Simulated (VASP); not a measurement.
As, 1 atom in the cell. It takes space group Pm-3m (No. 221, cubic). Conventional cell: a = 2.672 Å, b = 2.672 Å, c = 2.672 Å, α = 90.00°, β = 90.00°, γ = 90.00°. As (site symmetry m-3m) has 6 As at 2.67 Å within 3.5 Å. 

| Quantity | Value |
| --- | --- |
| Program | VASP 6.6.1 |
| Task | single point |
| Functional | LDA |
| Potentials or basis | VASP PAW LDA potentials, release 64 (As) |
| Cutoff | 500 eV |
| k mesh | 15 × 15 × 15 |
| Occupations | fermi-dirac, width 0.08 eV |
| Spin | no spin polarisation |
| Dipole correction | no |
| Further INCAR settings | ALGO = Normal; EDIFF = 1e-06; NBANDS = 8 |

Potentials or basis: VASP PAW LDA potentials, release 64 (As).

Run with:

```bash
$ cat potpaw_LDA.64/As/POTCAR > POTCAR
$ mpirun -np 1 vasp_std > vasp.out
```

Hardware: 1 thread of Intel(R) Xeon(R) Platinum 8559C (Emerald Rapids) (shared host).

Problem. How long does it take, and how much memory?

Solution. Run time: 5.5 s on 1 thread of Intel(R) Xeon(R) Platinum 8559C (Emerald Rapids) (shared host), peak memory 0.12 GiB. Counts: scf iterations 9, k points 120.
